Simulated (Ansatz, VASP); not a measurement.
**One calculation of Si, two programs**

Contents of POSCAR:

```
Si
1.0
    3.9845701589      0.0000000000      0.0000000000
   -1.9922850795      3.4507389808      0.0000000000
    0.0000000000      0.0000000000      5.8260122402
Si
4
Direct
    0.3333333333      0.6666666667      0.0630095000
    0.6666666667      0.3333333333      0.5630095000
    0.3333333333      0.6666666667      0.4369905000
    0.6666666667      0.3333333333      0.9369905000
```

Contents of INCAR.step1:

```
SYSTEM = Si
ALGO = Normal ; EDIFF = 1E-4
ENCUT = 520 ; GGA = PE
ISMEAR = 0 ; LASPH = .True.
LCHARG = .False. ; LREAL = .False.
LWAVE = .True. ; NBANDS = 16
NELM = 80 ; PREC = Accurate
SIGMA = 0.05
```

INCAR.step2

```
SYSTEM = Si
ALGO = Normal ; EDIFF = 1E-6
ENCUT = 520 ; ISIF = 2
ISMEAR = 0 ; ISTART = 1
LASPH = .True. ; LCHARG = .False.
LMIXTAU = .True. ; LREAL = .False.
LWAVE = .False. ; METAGGA = R2SCAN
NBANDS = 16 ; NELM = 80
PREC = Accurate ; SIGMA = 0.05
```

File KPOINTS:

```
k-points
0
Gamma
  12 12 6
  0 0 0
```

Input for Ansatz:

```yaml
crystal:
  lattice:
    - [3.9845701589, 0.0, 0.0]
    - [-1.9922850795, 3.4507389808, 0.0]
    - [0.0, 0.0, 5.8260122402]
  atoms:
    - { symbol: Si, position: [0.3333333333, 0.6666666667, 0.0630095] }
    - { symbol: Si, position: [0.6666666667, 0.3333333333, 0.5630095] }
    - { symbol: Si, position: [0.3333333333, 0.6666666667, 0.4369905] }
    - { symbol: Si, position: [0.6666666667, 0.3333333333, 0.9369905] }
basis:
  ecutwfc: 500
kpoints:
  mp_grid: { grid: [12, 12, 6] }
hamiltonian:
  xc: r2scan
scf:
  occupations: { method: gaussian, width: 0.05 }
output:
  forces: true
  stress: true
  eigenvalues: true
```

Change from the starting cell: strain +0.040 along x and y, -0.080 along z, atoms carried along.

Alike in both runs: task single point; functional r2SCAN; k mesh 12 × 12 × 6; occupations gaussian, width 0.05 eV; no spin polarisation.

|  | VASP | Ansatz |
| --- | --- | --- |
| version | VASP 6.6.1 | Ansatz 0.2.0 |
| potentials or method | VASP PAW PBE potentials, release 64 (Si), cutoff 520 eV | scalar-relativistic, plane waves, PAW |
| valence electrons in the cell | 16 | 16 |

|  | VASP | Ansatz | Ansatz less VASP |
| --- | --- | --- | --- |
| gap on the k mesh at the Fermi level (eV) | none | none | - |
| pressure (GPa) | 2.9 | 3.2 | +0.23 |
| traceless stress, the component that is largest in VASP (GPa) | 23.21 | 23.17 | -0.037 |
| rms of the force components (eV/Å) | 1.101 | 1.110 | +0.0097 |

VASP's potentials were made for PBE, not for r2SCAN. Atom by atom the forces differ by 0.010 eV/Å (rms over components). A gap of «none» marks a metal or a gap that the smearing closes.
